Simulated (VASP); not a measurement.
# Li2S in VASP: further runs

The runs below take Li2S through single point, with r2SCAN, HSE06.

Program: VASP 6.6.1. These are calculated values, not measurements. Logs are shortened: lines on timing, memory, paths and dates and some standing lists are left out, and cuts for length are marked.

**1. The cell of the first run**

It takes space group I4/mmm (No. 139, tetragonal). Conventional cell: a = 4.024 Å, b = 4.024 Å, c = 5.749 Å, α = 90.00°, β = 90.00°, γ = 90.00°. Li (site symmetry -4m2) has 4 S at 2.47 Å and 6 Li at 2.85 to 2.87 Å within 3.3 Å. S (site symmetry 4/mmm) has 8 Li at 2.47 Å within 3.3 Å.

**2. Single point, r2SCAN (uniaxial x strain +1.0%)**

POSCAR

```
Li2S
1.0
    0.0000000000      2.8452943747      2.8452943747
    2.8743163773      0.0000000000      2.8452943747
    2.8743163773      2.8452943747      0.0000000000
Li S
2 1
Direct
    0.2500000000      0.2500000000      0.2500000000
    0.7500000000      0.7500000000      0.7500000000
    0.0000000000      0.0000000000      0.0000000000
```

INCAR.step1

```
SYSTEM = Li2S
  ALGO = Normal
  EDIFF = 1E-5
  ENCUT = 830
  GGA = PE
  GGA_COMPAT = .False.
  ISMEAR = 0
  LASPH = .True.
  LCHARG = .False.
  LREAL = .False.
  LWAVE = .True.
  NBANDS = 13
  NELM = 120
  PREC = Accurate
  SIGMA = 0.01
```

INCAR.step2

```
SYSTEM = Li2S
  ALGO = Normal
  EDIFF = 1E-6
  ENCUT = 830
  GGA_COMPAT = .False.
  ISIF = 2
  ISMEAR = 0
  ISTART = 1
  LASPH = .True.
  LCHARG = .False.
  LMIXTAU = .True.
  LREAL = .False.
  LWAVE = .False.
  METAGGA = R2SCAN
  NBANDS = 13
  NELM = 120
  PREC = Accurate
  SIGMA = 0.01
```

KPOINTS

```
k-points
0
Gamma
  8 8 8
  0 0 0
```

Potentials or basis: VASP PAW PBE potentials, release 64 (Li_sv, S).

Run with:

```
$ cat potpaw_PBE.64/Li_sv/POTCAR potpaw_PBE.64/S/POTCAR > POTCAR
$ cp INCAR.step1 INCAR
$ mpirun -np 1 vasp_std > vasp.out
$ cp INCAR.step2 INCAR
$ mpirun -np 1 vasp_std > vasp.out
```

OUTCAR:

```text
SYSTEM = Li2S
   EDIFF = 1E-6
   ENCUT = 830
   ISIF = 2
   ISMEAR = 0
   ISTART = 1
   LASPH = .True.
   LREAL = .False.
   METAGGA = R2SCAN
   NELM = 120
   PREC = Accurate

 ion  position               nearest neighbor table
   1  0.250  0.250  0.250-   3 2.47   3 2.47   3 2.47   3 2.47
   2  0.750  0.750  0.750-   3 2.47   3 2.47   3 2.47   3 2.47
   3  0.000  0.000  0.000-   2 2.47   2 2.47   2 2.47   1 2.47   2 2.47   1 2.47   1 2.47   1 2.47

  LATTYP: Found a body centered tetragonal cell.
 ALAT       =     4.0238538936
 C/A-ratio  =     1.4286385407

  Lattice vectors:

 A1 = (   2.8743163773,   0.0000000000,   2.8452943747)
 A2 = (   2.8743163773,   0.0000000000,  -2.8452943747)
 A3 = (  -2.8743163773,   2.8452943747,   0.0000000000)

Analysis of symmetry for initial positions (statically):
=====================================================================
 Subroutine PRICEL returns:
 Original cell was already a primitive cell.

 Routine SETGRP: Setting up the symmetry group for a
 body centered tetragonal supercell.

 Subroutine GETGRP returns: Found 16 space group operations
 (whereof 16 operations were pure point group operations)
 out of a pool of 16 trial point group operations.

The static configuration has the point symmetry D_4h.

Analysis of symmetry for dynamics (positions and initial velocities):
=====================================================================
 Subroutine PRICEL returns:
 Original cell was already a primitive cell.

 Routine SETGRP: Setting up the symmetry group for a
 body centered tetragonal supercell.

 Subroutine GETGRP returns: Found 16 space group operations
 (whereof 16 operations were pure point group operations)
 out of a pool of 16 trial point group operations.

The dynamic configuration has the point symmetry D_4h.

 Subroutine INISYM returns: Found 16 space group operations
 (whereof 16 operations are pure point group operations),
 and found     1 'primitive' translations

----------------------------------------------------------------------------------------

                                     Primitive cell

  volume of cell :      46.5392

  direct lattice vectors                    reciprocal lattice vectors
     0.000000000  2.845294375  2.845294375    -0.173954407  0.175728742  0.175728742
     2.874316377  0.000000000  2.845294375     0.173954407 -0.175728742  0.175728742
     2.874316377  2.845294375  0.000000000     0.173954407  0.175728742 -0.175728742

  length of vectors
     4.023853894  4.044427613  4.044427613     0.303350156  0.303350156  0.303350156

  position of ions in fractional coordinates (direct lattice)
     0.250000000  0.250000000  0.250000000
     0.750000000  0.750000000  0.750000000
     0.000000000  0.000000000  0.000000000

  ion indices of the primitive-cell ions
   primitive index   ion index
                 1           1
                 2           2
                 3           3

----------------------------------------------------------------------------------------

 KPOINTS: k-points

Automatic generation of k-mesh.
 Grid dimensions read from file:
 generate k-points for:    8    8    8

 Generating k-lattice:

  Cartesian coordinates                     Fractional coordinates (reciprocal lattice)
    -0.021744301  0.021966093  0.021966093     0.125000000  0.000000000  0.000000000
     0.021744301 -0.021966093  0.021966093     0.000000000  0.125000000  0.000000000
     0.021744301  0.021966093 -0.021966093     0.000000000  0.000000000  0.125000000

  Length of vectors
     0.037918769  0.037918769  0.037918769

  Shift w.r.t. Gamma in fractional coordinates (k-lattice)
     0.000000000  0.000000000  0.000000000

 Subroutine IBZKPT returns following result:
 ===========================================

 Found     59 irreducible k-points:

 Following reciprocal coordinates:
            Coordinates               Weight
  0.000000  0.000000  0.000000      1.000000
  0.125000 -0.000000 -0.000000      8.000000
  0.250000 -0.000000 -0.000000      8.000000
  0.375000 -0.000000 -0.000000      8.000000
  0.500000 -0.000000 -0.000000      4.000000
  0.125000  0.125000  0.000000      4.000000
[... 16 lines left out ...]
  0.250000  0.125000  0.125000      4.000000
  0.375000  0.125000  0.125000      8.000000
 [... further k-points ...]
   k-points           NKPTS =     59   k-points in BZ     NKDIM =     59   number of bands    NBANDS=     13
   number of dos      NEDOS =    301   number of ions     NIONS =      3
   total plane-waves  NPLWV =  64000
   dimension x,y,z NGX =    40 NGY =   40 NGZ =   40
   dimension x,y,z NGXF=    80 NGYF=   80 NGZF=   80
   ions per type =               2   1
   NGX,Y,Z   is equivalent  to a cutoff of  16.53, 16.44, 16.44 a.u.
   NGXF,Y,Z  is equivalent  to a cutoff of  33.05, 32.88, 32.88 a.u.
 SYSTEM =  Li2S
   PREC   = accura    normal or accurate (medium, high low for compatibility)
   ISTART =      1    job   : 0-new  1-cont  2-samecut
   ICHARG =      0    charge: 1-file 2-atom 10-const
   ISPIN  =      1    spin polarized calculation?
   LNONCOLLINEAR =      F non collinear calculations
   LSORBIT =      F    spin-orbit coupling
   LASPH  =      T    aspherical Exc in radial PAW
   ENCUT  =  830.0 eV  61.00 Ry    7.81 a.u.   9.45  9.50  9.50*2*pi/ulx,y,z
   NELM   =    120;   NELMIN=  2; NELMDL=  0     # of ELM steps
   EDIFF  = 0.1E-05   stopping-criterion for ELM
   LREAL  =      F    real-space projection
   EDIFFG = 0.1E-04   stopping-criterion for IOM
   NSW    =      0    number of steps for IOM
   IBRION =     -1    ionic relax: 0-MD 1-quasi-New 2-CG
   NFREE  =      0    steps in history (QN), initial steepest desc. (CG)
   ISIF   =      2    stress and relaxation
   ISYM   =      2    0-nonsym 1-usesym 2-fastsym
   POTIM  = 0.5000    time-step for ionic-motion
   TEBEG  =    0.0;   TEEND  =   0.0 temperature during run
   PSTRESS=    0.0 pullay stress
   NELECT =      12.0000    total number of electrons
   NUPDOWN=      -1.0000    fix difference up-down
   EMIN   =  10.00;   EMAX   =-10.00  energy-range for DOS
   EFERMI =   0.00;   METHOD = LEGACY
   ISMEAR =     0;   SIGMA  =   0.01  broadening in eV -4-tet -1-fermi 0-gaus
   EFERMI_NEDOS =   21; number of points for ismear=-14 and -15
   IALGO  =     38    algorithm
   IMIX   =      4    mixing-type and parameters
     AMIX     =   0.40;   BMIX     =  1.00
     AMIX_MAG =   1.60;   BMIX_MAG =  1.00
  volume/ion in A,a.u.               =      15.51       104.69
  Fermi-wavevector in a.u.,A,eV,Ry     =   1.041987  1.969070 14.772344  1.085737
  Thomas-Fermi vector in A             =   2.176632
   LORBIT       =      0    0 simple, 1 ext, 2 COOP (PROOUT), +10 PAW based schemes
   METAGGA = R2SCAN    functional components
   LHFCALC =     F    Hartree Fock is set to
   AEXX    =    0.0000 exact exchange contribution
   IVDW    =     0    specifies the selected vdW correction
   LEPSILON=     F    determine dielectric tensor
   LRPA    =     F    only Hartree local field effects (RPA)
 non-spin polarized calculation
 Gauss-broadening in eV      SIGMA  =   0.01
  energy-cutoff  :      830.00
  volume of cell :       46.54
 maximum number of plane-waves:      2561
 NGX is ok and might be reduce to    40
   NGX = 19   NGY = 19   NGZ = 19

 number of electron      12.0000003 magnetization

 Free energy of the ion-electron system (eV)
  ---------------------------------------------------
  ext. energy  EPLUGINS =         0.00000000
  ---------------------------------------------------
  free energy    TOTEN  =       -17.38221583 eV

  energy without entropy =      -17.38221583  energy(sigma->0) =      -17.38221583

 E-fermi :   1.2520     XC(G=0):  -8.8841

 val. band max:        1.1623233889   @ k =   0.0000   0.0000   0.0000
 cond. band min:       4.9983143456   @ k =   0.5000   0.5000   0.0000
 fundamental gap:      3.8359909567
 Fermi energy:         1.2520202310

 k-point     1 :       0.0000    0.0000    0.0000
  band No.  band energies     occupation
      1     -44.4721      2.00000
      2     -44.4321      2.00000
      3     -10.3090      2.00000
      4       1.1279      2.00000
      5       1.1623      2.00000
      6       1.1623      2.00000
      7       6.1461      0.00000
      8       8.0419      0.00000
      9       8.0419      0.00000
     10       8.0794      0.00000
     11      12.8032      0.00000
     12      12.9735      0.00000
     13      14.3711      0.00000

 k-point     2 :       0.1250   -0.0000   -0.0000
  band No.  band energies     occupation
      1     -44.4704      2.00000
      2     -44.4335      2.00000
      3     -10.2520      2.00000
      4       0.5765      2.00000
      5       1.0508      2.00000
      6       1.0791      2.00000
      7       6.5657      0.00000
      8       8.2870      0.00000
      9       8.2991      0.00000
     10       8.4240      0.00000
     11      11.9304      0.00000
     12      12.0589      0.00000
     13      14.6763      0.00000

 k-point     3 :       0.2500   -0.0000   -0.0000
  band No.  band energies     occupation
      1     -44.4658      2.00000
      2     -44.4375      2.00000
      3     -10.1059      2.00000
      4      -0.5056      2.00000
      5       0.8563      2.00000
      6       0.8971      2.00000
      7       7.2553      0.00000
      8       8.5920      0.00000
      9       8.6246      0.00000
     10       9.2858      0.00000
     11      11.6453      0.00000
     12      11.6805      0.00000
     13      15.1177      0.00000
[... 305 lines left out ...]
 k-point    23 :       0.2500    0.1250    0.1250
  band No.  band energies     occupation
      1     -44.4677      2.00000
      2     -44.4358      2.00000
      3     -10.1639      2.00000
      4       0.0370      2.00000
      5       0.6349      2.00000
      6       1.0678      2.00000
      7       7.0695      0.00000
      8       8.5978      0.00000
      9       8.7138      0.00000
     10       8.7420      0.00000
     11      10.8142      0.00000
     12      12.6039      0.00000
     13      15.4479      0.00000

 k-point    24 :       0.3750    0.1250    0.1250
  band No.  band energies     occupation
      1     -44.4625      2.00000
      2     -44.4405      2.00000
      3     -10.0116      2.00000
      4      -0.8329      2.00000
      5       0.3458      2.00000
      6       0.8840      2.00000
      7       7.7707      0.00000
      8       8.5183      0.00000
      9       8.9869      0.00000
     10       9.5862      0.00000
     11      10.7011      0.00000
     12      13.6733      0.00000
     13      15.7394      0.00000

 [... further k-points ...]

------------------------ aborting loop because EDIFF is reached ----------------------------------------

  FORCE on cell =-STRESS in cart. coord.  units (eV):
  Direction    XX          YY          ZZ          XY          YZ          ZX
  --------------------------------------------------------------------------------------
  -------------------------------------------------------------------------------------
  Total       -0.3221627     -0.1165542     -0.1165542      0.0000000      0.0000000     -0.0000000
  in kB      -11.0909009     -4.0125423     -4.0125423      0.0000000      0.0000000     -0.0000000
  external PRESSURE =      -6.3719952 kB  Pullay stress =       0.0000000 kB

 VOLUME and BASIS-vectors are now :
 -----------------------------------------------------------------------------
  energy-cutoff  :      830.00
  volume of cell :       46.54
      direct lattice vectors                 reciprocal lattice vectors
     0.000000000  2.845294375  2.845294375    -0.173954407  0.175728742  0.175728742
     2.874316377  0.000000000  2.845294375     0.173954407 -0.175728742  0.175728742
     2.874316377  2.845294375  0.000000000     0.173954407  0.175728742 -0.175728742

 POSITION                                       TOTAL-FORCE (eV/Angst)
 -----------------------------------------------------------------------------------
      1.43716      1.42265      1.42265        -0.000000     -0.000000      0.000000
      4.31147      4.26794      4.26794         0.000000      0.000000     -0.000000
      0.00000      0.00000      0.00000        -0.000000      0.000000      0.000000
 -----------------------------------------------------------------------------------
    total drift:                                0.000000     -0.000000      0.000000

  FREE ENERGIE OF THE ION-ELECTRON SYSTEM (eV)
  ---------------------------------------------------
  free  energy   TOTEN  =       -17.3822158297 eV

  energy  without entropy=      -17.3822158297  energy(sigma->0) =      -17.38221583
```

Wall time 7.5 min (1 thread of Oxide Virtual Turin-like, shared host); peak memory 0.25 GiB.

What came out:

- Free energy: -17.3822 eV
- Pressure: -0.6 GPa
- Band gap on the k mesh: 3.84 eV (least direct gap 4.98 eV)

Levels at points of the mesh, in eV from the valence-band top:
```tsv
k point	band 3	band 4	band 5	band 6	band 7	band 8	band 9	band 10
(0.00, 0.00, 0.00)	-11.47	-0.03	0.00	0.00	4.98	6.88	6.88	6.92
(0.50, 0.00, 0.00)	-11.04	-2.87	-0.54	-0.49	6.90	7.15	7.22	9.07
(0.50, 0.50, 0.00)	-10.90	-2.14	-1.45	-1.44	3.84	7.84	11.96	12.19
(0.00, 0.50, 0.50)	-10.92	-2.17	-1.39	-1.39	3.88	7.89	12.08	12.08
```

Caveat: the cell differs from its parent crystal (uniaxial x strain +1.0%); the PAW data sets were made with another functional, which shifts forces and pressure a little. A k mesh can miss the band edges.

**3. Single point, HSE06 (strain +2.6%)**

POSCAR

```
Li2S
1.0
    0.0000000000      2.9198410873      2.9198410873
    2.9198410873      0.0000000000      2.9198410873
    2.9198410873      2.9198410873      0.0000000000
Li S
2 1
Direct
    0.2500000000      0.2500000000      0.2500000000
    0.7500000000      0.7500000000      0.7500000000
    0.0000000000      0.0000000000      0.0000000000
```

INCAR.step1

```
PREC     = Accurate       # precision mode
ENCUT    = 650            # plane-wave cutoff, eV
EDIFF    = 1E-5           # SCF threshold, eV
ISMEAR   = 0              # smearing method
SIGMA    = 0.01           # smearing width, eV
LREAL    = False          # projectors in reciprocal space
LASPH    = True           # aspherical terms in the spheres
NELM     = 120            # most SCF steps
ALGO     = Normal         # electronic algorithm
ISIF     = 2              # what is computed and relaxed
LWAVE    = True           # write WAVECAR
LCHARG   = False          # write CHGCAR
GGA      = PE             # functional
NBANDS   = 13             # bands
GGA_COMPAT= False
```

INCAR.step2

```
PREC     = Accurate       # precision mode
ENCUT    = 650            # plane-wave cutoff, eV
EDIFF    = 1E-6           # SCF threshold, eV
ISMEAR   = 0              # smearing method
SIGMA    = 0.01           # smearing width, eV
LREAL    = False          # projectors in reciprocal space
LASPH    = True           # aspherical terms in the spheres
NELM     = 120            # most SCF steps
ALGO     = Normal         # electronic algorithm
ISIF     = 2              # what is computed and relaxed
LWAVE    = False          # write WAVECAR
LCHARG   = False          # write CHGCAR
GGA      = PE             # functional
LHFCALC  = True           # exact exchange
HFSCREEN = 0.2079         # screening, 1/A
PRECFOCK = Normal       
ISTART   = 1            
NBANDS   = 13             # bands
GGA_COMPAT= False
```

KPOINTS

```
regular mesh
0
Gamma
  6 6 6
```

Potentials or basis: VASP PAW PBE potentials, release 64 (Li_sv, S).

Run with:

```
$ cat potpaw_PBE.64/Li_sv/POTCAR potpaw_PBE.64/S/POTCAR > POTCAR
$ cp INCAR.step1 INCAR
$ mpirun -np 1 vasp_std > vasp.out
$ cp INCAR.step2 INCAR
$ mpirun -np 1 vasp_std > vasp.out
```

Run time: 30 min. Hardware: 1 thread of Oxide Virtual Turin-like, shared host; peak memory 0.3 GiB.

Results (log left out):

```
Free energy            : -13.4740 eV
Pressure               : -3.3 GPa
Band gap on the k mesh : 4.36 eV (least direct gap 4.94 eV)
```

Levels at points of the mesh, in eV from the valence-band top:
```
           k point  band 4  band 5  band 6  band 7  band 8  band 9
(0.00, 0.00, 0.00)    0.00    0.00    0.00    4.94    7.33    7.33
(0.50, 0.00, 0.00)   -2.89   -0.49   -0.49    6.89    7.65    7.65
(0.50, 0.50, 0.00)   -2.23   -1.38   -1.38    4.36    8.01   11.97
```

Caveat: the cell differs from its parent crystal (strain +2.6%); the cell stands under tension; the PAW data sets were made with another functional, which shifts forces and pressure a little.
